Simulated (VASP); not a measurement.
# SnO (P2_1/m) in VASP: further runs

The runs below take SnO through single point, with PBEsol.

Program: VASP 6.6.1. These are calculated values, not measurements. Logs are shortened: lines on timing, memory, paths and dates and some standing lists are left out, and cuts for length are marked.

### 1 The cell of the first run

It takes space group P2_1/m (No. 11, monoclinic). Conventional cell: a = 3.728 Å, b = 3.728 Å, c = 4.751 Å, α = 90.00°, β = 90.00°, γ = 90.00°. Within 2.7 Å of Sn (site symmetry m) lie 4 O at 2.03 to 2.36 Å. O (site symmetry m) has 4 Sn at 2.03 to 2.36 Å and 4 O at 2.59 to 2.69 Å within 2.7 Å.

### 2 Single point, PBEsol

Input file INCAR:

```
SYSTEM = SnO
PREC = Accurate
ENCUT = 520
EDIFF = 1E-6
ISMEAR = 0
SIGMA = 0.15
LREAL = .False.
LASPH = .True.
NELM = 100
ALGO = Normal
ISIF = 2
LWAVE = .False.
LCHARG = .True.
GGA = PS
LELF = .True.
LVHAR = .True.
NBANDS = 28
```

Input file KPOINTS:

```
Automatic mesh
0
Gamma
  10 10 8
  0 0 0
```

Input file POSCAR:

```
SnO
1.0
    3.7281689778      0.0000000000      0.0000000000
    0.0000000000      3.7281689778      0.0000000000
    0.0000000000      0.0000000000      4.7505758552
Sn O
2 2
Direct
   -0.0609843602      0.5000000000      0.2424656074
    0.5609843602      0.0000000000      0.7575343926
    0.0092339863      0.0000000000      0.0000000000
    0.4907660137      0.5000000000      0.0000000000
```

Potentials or basis: VASP PAW PBE potentials, release 64 (Sn_d, O).

Started as:

```bash
> cat potpaw_PBE.64/Sn_d/POTCAR potpaw_PBE.64/O/POTCAR > POTCAR
> mpirun -np 1 vasp_std > vasp.out
```

OUTCAR:

```text
SYSTEM = SnO
   PREC = Accurate
   ENCUT = 520
   EDIFF = 1E-6
   ISMEAR = 0
   LREAL = .False.
   LASPH = .True.
   NELM = 100
   ISIF = 2
   GGA = PS

 ion  position               nearest neighbor table
   1  0.939  0.500  0.242-   4 2.03   3 2.21   3 2.21   4 2.36   2 3.28   2 3.28   2 3.38   2 3.38

   2  0.561  0.000  0.758-   3 2.03   4 2.21   4 2.21   3 2.36   1 3.28   1 3.28   1 3.38   1 3.38

   3  0.009  0.000  0.000-   2 2.03   1 2.21   1 2.21   2 2.36
   4  0.491  0.500  0.000-   1 2.03   2 2.21   2 2.21   1 2.36

  LATTYP: Found a simple tetragonal cell.
 ALAT       =     3.7281689778
 C/A-ratio  =     1.2742383415

  Lattice vectors:

 A1 = (   3.7281689778,   0.0000000000,   0.0000000000)
 A2 = (   0.0000000000,   3.7281689778,   0.0000000000)
 A3 = (   0.0000000000,   0.0000000000,   4.7505758552)

Analysis of symmetry for initial positions (statically):
=====================================================================
 Subroutine PRICEL returns:
 Original cell was already a primitive cell.

 Routine SETGRP: Setting up the symmetry group for a
 simple tetragonal supercell.

 Subroutine GETGRP returns: Found  4 space group operations
 (whereof  2 operations were pure point group operations)
 out of a pool of 16 trial point group operations.

The static configuration has the point symmetry C_1h.
 The point group associated with its full space group is C_2h.

Analysis of symmetry for dynamics (positions and initial velocities):
=====================================================================
 Subroutine PRICEL returns:
 Original cell was already a primitive cell.

 Routine SETGRP: Setting up the symmetry group for a
 simple tetragonal supercell.

 Subroutine GETGRP returns: Found  4 space group operations
 (whereof  2 operations were pure point group operations)
 out of a pool of 16 trial point group operations.

The dynamic configuration has the point symmetry C_1h.
 The point group associated with its full space group is C_2h.

 Subroutine INISYM returns: Found  4 space group operations
 (whereof  2 operations are pure point group operations),
 and found     1 'primitive' translations

----------------------------------------------------------------------------------------

                                     Primitive cell

  volume of cell :      66.0294

  direct lattice vectors                    reciprocal lattice vectors
     3.728168978  0.000000000  0.000000000     0.268228185  0.000000000  0.000000000
     0.000000000  3.728168978  0.000000000     0.000000000  0.268228185  0.000000000
     0.000000000  0.000000000  4.750575855     0.000000000  0.000000000  0.210500796

  length of vectors
     3.728168978  3.728168978  4.750575855     0.268228185  0.268228185  0.210500796

  position of ions in fractional coordinates (direct lattice)
     0.939015640  0.500000000  0.242465607
     0.560984360  0.000000000  0.757534393
     0.009233986  0.000000000  0.000000000
     0.490766014  0.500000000  0.000000000

  ion indices of the primitive-cell ions
   primitive index   ion index
                 1           1
                 2           2
                 3           3
                 4           4

----------------------------------------------------------------------------------------

 KPOINTS: Automatic mesh

Automatic generation of k-mesh.
 Grid dimensions read from file:
 generate k-points for:   10   10    8

 Generating k-lattice:

  Cartesian coordinates                     Fractional coordinates (reciprocal lattice)
     0.026822819  0.000000000  0.000000000     0.100000000  0.000000000  0.000000000
     0.000000000  0.026822819  0.000000000     0.000000000  0.100000000  0.000000000
     0.000000000  0.000000000  0.026312600     0.000000000  0.000000000  0.125000000

  Length of vectors
     0.026822819  0.026822819  0.026312600

  Shift w.r.t. Gamma in fractional coordinates (k-lattice)
     0.000000000  0.000000000  0.000000000

 Subroutine IBZKPT returns following result:
 ===========================================

 Found    252 irreducible k-points:

 Following reciprocal coordinates:
            Coordinates               Weight
  0.000000  0.000000  0.000000      1.000000
  0.100000  0.000000  0.000000      2.000000
  0.000000  0.100000  0.000000      2.000000
  0.200000  0.000000  0.000000      2.000000
  0.000000  0.200000  0.000000      2.000000
  0.300000  0.000000  0.000000      2.000000
[... 16 lines left out ...]
 -0.200000  0.300000  0.000000      4.000000
  0.400000  0.200000  0.000000      4.000000
 [... further k-points ...]
   k-points           NKPTS =    252   k-points in BZ     NKDIM =    252   number of bands    NBANDS=     28
   number of dos      NEDOS =    301   number of ions     NIONS =      4
   total plane-waves  NPLWV =  28224
   dimension x,y,z NGX =    28 NGY =   28 NGZ =   36
   dimension x,y,z NGXF=    56 NGYF=   56 NGZF=   72
   ions per type =               2   2
   NGX,Y,Z   is equivalent  to a cutoff of  12.49, 12.49, 12.60 a.u.
   NGXF,Y,Z  is equivalent  to a cutoff of  24.97, 24.97, 25.20 a.u.
 SYSTEM =  SnO
   PREC   = accura    normal or accurate (medium, high low for compatibility)
   ISTART =      0    job   : 0-new  1-cont  2-samecut
   ICHARG =      2    charge: 1-file 2-atom 10-const
   ISPIN  =      1    spin polarized calculation?
   LNONCOLLINEAR =      F non collinear calculations
   LSORBIT =      F    spin-orbit coupling
   LASPH  =      T    aspherical Exc in radial PAW
   ENCUT  =  520.0 eV  38.22 Ry    6.18 a.u.   6.93  6.93  8.83*2*pi/ulx,y,z
   NELM   =    100;   NELMIN=  2; NELMDL= -5     # of ELM steps
   EDIFF  = 0.1E-05   stopping-criterion for ELM
   LREAL  =      F    real-space projection
   EDIFFG = 0.1E-04   stopping-criterion for IOM
   NSW    =      0    number of steps for IOM
   IBRION =     -1    ionic relax: 0-MD 1-quasi-New 2-CG
   NFREE  =      0    steps in history (QN), initial steepest desc. (CG)
   ISIF   =      2    stress and relaxation
   ISYM   =      2    0-nonsym 1-usesym 2-fastsym
   POTIM  = 0.5000    time-step for ionic-motion
   TEBEG  =    0.0;   TEEND  =   0.0 temperature during run
   PSTRESS=    0.0 pullay stress
   NELECT =      40.0000    total number of electrons
   NUPDOWN=      -1.0000    fix difference up-down
   EMIN   =  10.00;   EMAX   =-10.00  energy-range for DOS
   EFERMI =   0.00;   METHOD = LEGACY
   ISMEAR =     0;   SIGMA  =   0.15  broadening in eV -4-tet -1-fermi 0-gaus
   EFERMI_NEDOS =   21; number of points for ismear=-14 and -15
   IALGO  =     38    algorithm
   IMIX   =      4    mixing-type and parameters
     AMIX     =   0.40;   BMIX     =  1.00
     AMIX_MAG =   1.60;   BMIX_MAG =  1.00
  volume/ion in A,a.u.               =      16.51       111.40
  Fermi-wavevector in a.u.,A,eV,Ry     =   1.385210  2.617668 26.106959  1.918807
  Thomas-Fermi vector in A             =   2.509642
   LORBIT       =      0    0 simple, 1 ext, 2 COOP (PROOUT), +10 PAW based schemes
   GGA     = PS    functional components
   LHFCALC =     F    Hartree Fock is set to
   AEXX    =    0.0000 exact exchange contribution
   IVDW    =     0    specifies the selected vdW correction
   LEPSILON=     F    determine dielectric tensor
   LRPA    =     F    only Hartree local field effects (RPA)
 non-spin polarized calculation
 Gauss-broadening in eV      SIGMA  =   0.15
  energy-cutoff  :      520.00
  volume of cell :       66.03
 maximum number of plane-waves:      1812
   NGX = 13   NGY = 13   NGZ = 17

 number of electron      39.9999997 magnetization

 Free energy of the ion-electron system (eV)
  ---------------------------------------------------
  ext. energy  EPLUGINS =         0.00000000
  ---------------------------------------------------
  free energy    TOTEN  =       -23.80068655 eV

  energy without entropy =      -23.79728359  energy(sigma->0) =      -23.79898507

 E-fermi :   7.9223     XC(G=0): -10.7860

 val. band max:        7.9202117673   @ k =   0.1000   0.1000   0.0000
 cond. band min:       7.9236457002   @ k =   0.1000   0.0000   0.0000
 fundamental gap:      0.0034339330
 Fermi energy:         7.9222928254

 k-point     1 :       0.0000    0.0000    0.0000
  band No.  band energies     occupation
      1     -14.4343      2.00000
      2     -13.9810      2.00000
      3     -13.8480      2.00000
      4     -13.8194      2.00000
      5     -13.7614      2.00000
      6     -13.7390      2.00000
[... 20 lines left out ...]
     27      14.5094      0.00000
     28      15.3210      0.00000

 k-point     2 :       0.1000    0.0000    0.0000
  band No.  band energies     occupation
      1     -14.4343      2.00000
      2     -13.9981      2.00000
      3     -13.8454      2.00000
      4     -13.8146      2.00000
      5     -13.7629      2.00000
      6     -13.7411      2.00000
[... 20 lines left out ...]
     27      14.5732      0.00000
     28      16.0558      0.00000

 k-point     3 :       0.0000    0.1000    0.0000
  band No.  band energies     occupation
      1     -14.4322      2.00000
      2     -14.0125      2.00000
      3     -13.8447      2.00000
      4     -13.8165      2.00000
      5     -13.7594      2.00000
      6     -13.7401      2.00000
[... 20 lines left out ...]
     27      15.1996      0.00000
     28      15.6876      0.00000

 k-point     4 :       0.2000    0.0000    0.0000
  band No.  band energies     occupation
      1     -14.4354      2.00000
      2     -14.0489      2.00000
      3     -13.8379      2.00000
      4     -13.8023      2.00000
      5     -13.7776      2.00000
      6     -13.7473      2.00000
[... 578 lines left out ...]
     27      15.6543      0.00000
     28      16.9209      0.00000

 k-point    23 :      -0.2000    0.3000    0.0000
  band No.  band energies     occupation
      1     -14.4257      2.00000
      2     -14.2377      2.00000
      3     -13.8136      2.00000
      4     -13.7838      2.00000
      5     -13.7678      2.00000
      6     -13.7567      2.00000
[... 20 lines left out ...]
     27      15.7840      0.00000
     28      17.0506      0.00000

 k-point    24 :       0.4000    0.2000    0.0000
  band No.  band energies     occupation
      1     -14.4512      2.00000
      2     -14.2347      2.00000
      3     -13.8127      2.00000
      4     -13.7738      2.00000
      5     -13.7641      2.00000
      6     -13.7597      2.00000
[... 20 lines left out ...]
     27      15.4737      0.00000
     28      16.7105      0.00000

 [... further k-points ...]
[... 5 lines left out ...]
  --------------------------------------------------------------------------------------
  -------------------------------------------------------------------------------------
  Total        4.1899042      2.6595289      2.8328518      0.0000000      0.0000000      3.1416895
  in kB      101.6663529     64.5324066     68.7380178      0.0000000      0.0000000     76.2318422
  external PRESSURE =      78.3122591 kB  Pullay stress =       0.0000000 kB

 VOLUME and BASIS-vectors are now :
 -----------------------------------------------------------------------------
  energy-cutoff  :      520.00
  volume of cell :       66.03
      direct lattice vectors                 reciprocal lattice vectors
     3.728168978  0.000000000  0.000000000     0.268228185  0.000000000  0.000000000
     0.000000000  3.728168978  0.000000000     0.000000000  0.268228185  0.000000000
     0.000000000  0.000000000  4.750575855     0.000000000  0.000000000  0.210500796

 POSITION                                       TOTAL-FORCE (eV/Angst)
 -----------------------------------------------------------------------------------
      3.50081      1.86408      1.15185         1.707086      0.000000      1.179593
      2.09144      0.00000      3.59872        -1.707086      0.000000     -1.179593
      0.03443      0.00000      0.00000         0.421715      0.000000      0.514948
      1.82966      1.86408      0.00000        -0.421715      0.000000     -0.514948
 -----------------------------------------------------------------------------------
    total drift:                                0.000000     -0.000000      0.000000

  FREE ENERGIE OF THE ION-ELECTRON SYSTEM (eV)
  ---------------------------------------------------
  free  energy   TOTEN  =       -23.8006865494 eV

  energy  without entropy=      -23.7972835881  energy(sigma->0) =      -23.79898507
```

It took 2.3 min on 1 thread of Intel Xeon 6975P-C (Granite Rapids), shared host; peak memory 0.46 GiB.

Results:

| Quantity | Value |
| --- | --- |
| Free energy | -23.8007 eV |
| Pressure | 7.8 GPa |
| Largest force | 2.075 eV/Å |
| Band gap on the k mesh | zero (band 20 reaches 7.94 eV, above the bottom of band 21 at 7.76 eV) |

Forces on the atoms (eV/Å):
```
Sn   1.707  0.000  1.180
Sn  -1.707  0.000 -1.180
O    0.422  0.000  0.515
O   -0.422  0.000 -0.515
```

Caveat: the PAW data sets were made with another functional, which shifts forces and pressure a little; spin-orbit coupling is left out, which moves the levels of the heavy elements.

(Part 1 of 2 ends here.)
